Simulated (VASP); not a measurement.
# Eu2O3 (P-3m1) in VASP: a series of runs, part 2 of 2

VASP 6.6.1.

## Step 4: Single point, LDA, collinear spin, ferromagnetic start

Input file INCAR:

```
SYSTEM = Eu2O3
ALGO = Normal ; EDIFF = 1E-7
ENCUT = 520 ; GGA = CA
ISIF = 2 ; ISMEAR = 0
ISPIN = 2 ; LASPH = .TRUE.
LCHARG = .TRUE. ; LELF = .TRUE.
LMAXMIX = 6 ; LORBIT = 11
LREAL = .FALSE. ; LVHAR = .TRUE.
LWAVE = .FALSE. ; MAGMOM = 4.9 4.9 0 0 0
NBANDS = 38 ; NELM = 150
PREC = Accurate ; SIGMA = 0.1
```

Input file KPOINTS:

```
k-points
0
G
  7 7 4
  0 0 0
```

Input file POSCAR:

```
Eu2O3
1.0
    3.7883000000      0.0000000000      0.0000000000
   -1.8941500000      3.2807640372      0.0000000000
    0.0000000000      0.0000000000      5.8208370000
Eu O
2 3
Direct
    0.6666670000      0.3333330000      0.7575560000
    0.3333330000      0.6666670000      0.2424440000
    0.0000000000      0.0000000000      0.0000000000
    0.6666670000      0.3333330000      0.3488960000
    0.3333330000      0.6666670000      0.6511040000
```

Potentials or basis: VASP PAW PBE potentials, release 64 (Eu, O).

The run is started by

```console
$ cat potpaw_PBE.64/Eu/POTCAR potpaw_PBE.64/O/POTCAR > POTCAR
$ mpirun -np 1 vasp_std > vasp.out
```

OUTCAR:

```text
SYSTEM = Eu2O3
   EDIFF = 1E-7
   ENCUT = 520
   GGA = CA
   ISIF = 2
   ISMEAR = 0
   ISPIN = 2
   LASPH = .TRUE.
   LORBIT = 11
   LREAL = .FALSE.
   NELM = 150
   PREC = Accurate

 ion  position               nearest neighbor table
   1  0.667  0.333  0.758-   5 2.27   5 2.27   5 2.27   4 2.38   3 2.60   3 2.60   3 2.60
   2  0.333  0.667  0.242-   4 2.27   4 2.27   4 2.27   5 2.38   3 2.60   3 2.60   3 2.60
   3  0.000  0.000  0.000-   1 2.60   2 2.60   1 2.60   2 2.60   1 2.60   2 2.60
   4  0.667  0.333  0.349-   2 2.27   2 2.27   2 2.27   1 2.38
   5  0.333  0.667  0.651-   1 2.27   1 2.27   1 2.27   2 2.38

  LATTYP: Found a hexagonal cell.
 ALAT       =     3.7883000000
 C/A-ratio  =     1.5365301059

  Lattice vectors:

 A1 = (   3.7883000000,   0.0000000000,   0.0000000000)
 A2 = (  -1.8941500000,   3.2807640372,   0.0000000000)
[... 2185 lines left out ...]
  --------------------------------------------------------------------------------------
  -------------------------------------------------------------------------------------
  Total       -4.2023543     -4.2023543     -3.2613465      0.0000000      0.0000000     -0.0000000
  in kB      -93.0675868    -93.0675868    -72.2275235      0.0000000      0.0000000     -0.0000000
  external PRESSURE =     -86.1208990 kB  Pullay stress =       0.0000000 kB

 VOLUME and BASIS-vectors are now :
 -----------------------------------------------------------------------------
  energy-cutoff  :      520.00
  volume of cell :       72.34
      direct lattice vectors                 reciprocal lattice vectors
     3.788300000  0.000000000  0.000000000     0.263970646  0.152403524  0.000000000
    -1.894150000  3.280764037  0.000000000     0.000000000  0.304807048  0.000000000
     0.000000000  0.000000000  5.820837000     0.000000000  0.000000000  0.171796599

 POSITION                                       TOTAL-FORCE (eV/Angst)
 -----------------------------------------------------------------------------------
      1.89415      1.09359      4.40961         0.000000      0.000000     -0.320294
     -0.00000      2.18718      1.41123        -0.000000     -0.000000      0.320294
      0.00000      0.00000      0.00000         0.000000      0.000000     -0.000000
      1.89415      1.09359      2.03087         0.000000      0.000000      0.036698
     -0.00000      2.18718      3.78997         0.000000     -0.000000     -0.036698
 -----------------------------------------------------------------------------------
    total drift:                                0.000000     -0.000000      0.000000

  FREE ENERGIE OF THE ION-ELECTRON SYSTEM (eV)
  ---------------------------------------------------
  free  energy   TOTEN  =       -55.3231181447 eV

  energy  without entropy=      -55.2745088110  energy(sigma->0) =      -55.29881348

 total charge

# of ion       s       p       d       f       tot
--------------------------------------------------
    1        2.038   5.708   0.557   6.268  14.571
    2        2.038   5.708   0.557   6.268  14.571
    3        1.546   3.346   0.000   0.000   4.892
    4        1.556   3.434   0.000   0.000   4.989
    5        1.556   3.434   0.000   0.000   4.989
--------------------------------------------------
tot          8.733  21.629   1.114  12.537  44.013

 magnetization (x)

# of ion       s       p       d       f       tot
--------------------------------------------------
    1       -0.006  -0.082   0.066   6.080   6.058
    2       -0.006  -0.082   0.066   6.080   6.058
    3       -0.003  -0.174   0.000   0.000  -0.177
    4       -0.005  -0.128   0.000   0.000  -0.133
    5       -0.005  -0.128   0.000   0.000  -0.133
--------------------------------------------------
tot         -0.024  -0.593   0.132  12.159  11.674
```

OSZICAR:

```text
N       E                     dE             d eps       ncg     rms          rms(c)
DAV:   1     0.424131947122E+03    0.42413E+03   -0.18885E+04  6370   0.596E+03
DAV:   2     0.634025342190E+02   -0.36073E+03   -0.30431E+03  6126   0.551E+02
DAV:   3    -0.451904829479E+02   -0.10859E+03   -0.10056E+03  7114   0.256E+02
[... 41 lines left out ...]
DAV:  45    -0.553231183448E+02    0.16148E-05   -0.62412E-06  6552   0.236E-02    0.934E-02
DAV:  46    -0.553231183886E+02   -0.43756E-07   -0.24647E-06  6944   0.110E-02    0.108E-01
DAV:  47    -0.553231181671E+02    0.22150E-06   -0.53843E-07  4440   0.870E-03    0.924E-02
DAV:  48    -0.553231180613E+02    0.10576E-06   -0.29877E-06  5772   0.123E-02    0.843E-02
DAV:  49    -0.553231181983E+02   -0.13693E-06   -0.50025E-07  4848   0.765E-03    0.530E-02
DAV:  50    -0.553231181447E+02    0.53573E-07   -0.20533E-07  3422   0.540E-03
   1 F= -.55323118E+02 E0= -.55298813E+02  d E =-.486093E-01  mag=    12.0000
```

stdout:

```text
POSCAR found type information on POSCAR EuO
 POSCAR found :  2 types and       5 ions
 scaLAPACK will be used
 -----------------------------------------------------------------------------
|                                                                             |
|                                                                             |
|     You enforced a specific xc type in the INCAR file but a different       |
|     I HOPE YOU KNOW WHAT YOU ARE DOING!                                     |
|                                                                             |
 -----------------------------------------------------------------------------

 LDA part: xc-table for (Slater(with rela. corr.)+CA(PZ))
 , standard interpolation
 POSCAR, INCAR and KPOINTS ok, starting setup
 FFT: planning ... GRIDC
 FFT: planning ... GRID_SOFT
 FFT: planning ... GRID
 WAVECAR not read
 entering main loop
```

Run time: 5.6 min. Hardware: 1 thread of Intel Xeon 6975P-C (Granite Rapids), shared host; peak memory 0.27 GiB.

What came out:

```
Free energy                                           : -55.3231 eV
Pressure                                              : -8.6 GPa
Largest force                                         : 0.320 eV/Å
Band gap on the k mesh                                : zero (filled and empty bands overlap)
Net moment                                            : 12.00 μB per cell
Site moments                                          : Eu +6.06; O -0.18, -0.13 (each value once) μB
Valence electrons inside the program's atomic spheres : Eu 14.57; O 4.89, 4.99 (each value once)
```

Forces on the atoms (eV/Å):
```
Eu   0.000  0.000 -0.320
Eu   0.000  0.000  0.320
O    0.000  0.000  0.000
O    0.000  0.000  0.037
O    0.000  0.000 -0.037
```

Caveat: the cell stands under tension; the PAW data sets were made with another functional, which shifts forces and pressure a little; spin-orbit coupling is left out, which moves the levels of the heavy elements; semilocal functionals describe open f shells poorly, which spoils levels, moments and volumes. With open d or f shells a metallic result of LDA can be an artefact of self-interaction; +U or a hybrid may open a gap.

## Step 5: Overview

| smearing | gap on the mesh (eV) | pressure (GPa) | moment (μB) | largest force (eV/Å) |
| --- | --- | --- | --- | --- |
| gaussian 0.3 eV | none | -8.4 | 12.00 | 0.39 |
| gaussian 0.2 eV | none | -8.5 | 12.00 | 0.36 |
| gaussian 0.1 eV | none | -8.6 | 12.00 | 0.32 |

Alike in all rows: task single point; level LDA; potentials or basis VASP PAW PBE potentials, release 64 (Eu, O); spin collinear, ferromagnetic start; cell as given; k mesh 7 × 7 × 4; cutoff (eV) 520.

Caveats: the cell stands under tension; the PAW data sets were made with another functional, which shifts forces and pressure a little; spin-orbit coupling is left out, which moves the levels of the heavy elements; semilocal functionals describe open f shells poorly, which spoils levels, moments and volumes; so wide a smearing shifts energies and pressures (at least some runs).

Total energies depend on the potentials used, so only differences within one code and one set of settings carry meaning.
